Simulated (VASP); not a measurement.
Here is a VASP 6.6.1 calculation.

Contents of INCAR:

```
PREC = Accurate
ENCUT = 520
EDIFF = 1E-7
ISMEAR = 0
SIGMA = 0.05
LREAL = F
LASPH = T
NELM = 60
ALGO = Normal
ISIF = 2
LWAVE = F
LCHARG = T
LDIPOL = T
IDIPOL = 3
DIPOL = 0.5 0.5 0.500
GGA = PS
LELF = T
LVHAR = T
LVACPOTAV = T
NBANDS = 41
```

The input KPOINTS:

```
regular mesh
0
Gamma
  9 9 1
```

File POSCAR:

```
MgO
1.0
    2.9799311108      0.0000000000      0.0000000000
    0.0000000000      2.9799311108      0.0000000000
    0.0000000000      0.0000000000     27.6427769756
Mg O
7 7
Direct
    0.5000000000      0.5000000000      0.2721254040
    0.0000000000      0.0000000000      0.3473690943
    0.5000000000      0.5000000000      0.4238040330
    0.0000000000      0.0000000000      0.5000000001
    0.5000000000      0.5000000000      0.5761959674
    0.0000000000      0.0000000000      0.6526309064
    0.5000000000      0.5000000000      0.7278745965
    0.0000000000      0.0000000000      0.2704441061
    0.5000000000      0.5000000000      0.3477085836
    0.0000000000      0.0000000000      0.4237516342
    0.5000000000      0.5000000000      0.4999999992
    0.0000000000      0.0000000000      0.5762483637
    0.5000000000      0.5000000000      0.6522914155
    0.0000000000      0.0000000000      0.7295558961
```

Potentials or basis: VASP PAW PBE potentials, release 64 (Mg, O).

Launch:

```console
$ cat potpaw_PBE.64/Mg/POTCAR potpaw_PBE.64/O/POTCAR > POTCAR
$ mpirun -np 1 vasp_std > vasp.out
```

Q: Estimate the largest force.

A: 0.025 eV/Å.

Q: Predict the band gap on the k mesh.

A: 3.71 eV.

Forces in eV/Å, atoms in the order of the input:
```
Mg   0.000  0.000  0.025
Mg   0.000  0.000  0.021
Mg   0.000  0.000  0.001
Mg   0.000  0.000  0.000
Mg   0.000  0.000 -0.001
Mg   0.000  0.000 -0.021
Mg   0.000  0.000 -0.025
O    0.000  0.000 -0.013
O    0.000  0.000 -0.018
O    0.000  0.000 -0.001
O    0.000  0.000  0.000
O    0.000  0.000  0.001
O    0.000  0.000  0.018
O    0.000  0.000  0.013
```

Caveat: the PAW data sets were made with another functional, which shifts forces and pressure a little.
